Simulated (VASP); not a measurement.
Here is a VASP 6.6.1 calculation.

The input INCAR:

```
SYSTEM = K2HfSe3
PREC = Accurate
ENCUT = 600
EDIFF = 1E-6
ISMEAR = 0
SIGMA = 0.1
LREAL = .False.
LASPH = .True.
NELM = 60
ALGO = Normal
ISIF = 3
LWAVE = .False.
LCHARG = .False.
GGA = PE
IBRION = 2
NSW = 90
EDIFFG = -0.04
```

KPOINTS

```
regular mesh
0
Gamma
  6 6 2
  0 0 0
```

The input POSCAR:

```
K2HfSe3
1.0
    4.6809473800      0.0000000000      0.0000000000
   -2.3404736900      4.0538193500      0.0000000000
    0.0000000000      0.0000000000      7.8426514700
K Hf Se
2 1 3
Direct
    0.6666666700      0.3333333300      0.7006975400
    0.3333333300      0.6666666700      0.2993024600
    0.0000000000      0.0000000000      0.0000000000
    0.6666666700      0.3333333300      0.3462188200
    0.3333333300      0.6666666700      0.6537811800
    0.0000000000      0.0000000000      0.5000000000
```

Potentials or basis: VASP PAW PBE potentials, release 64 (K_sv, Hf_pv, Se).

Run with:

```bash
$ cat potpaw_PBE.64/K_sv/POTCAR potpaw_PBE.64/Hf_pv/POTCAR potpaw_PBE.64/Se/POTCAR > POTCAR
$ mpirun -np 1 vasp_std > vasp.out
```

(1) Predict the band gap on the k mesh.

(2) Predict the relaxed volume.

(3) What does it give for the relaxed cell?

(4) Estimate the space group after relaxing (to 0.1 Å).

## Answers

(1) zero (bands 23 and 24 overlap by 0.14 eV).

(2) 24.08 Å³/atom.

(3) a = 5.199 Å, b = 5.199 Å, c = 6.171 Å, α = 90.00°, β = 90.00°, γ = 120.00°.

(4) P-3m1 (No. 164).

Caveat: the k points lie up to 0.51 Å⁻¹ apart in the final cell; a cell axis changed by over 15 % at a fixed basis, so the end point is rough; spin-orbit coupling is left out, which moves the levels of the heavy elements.
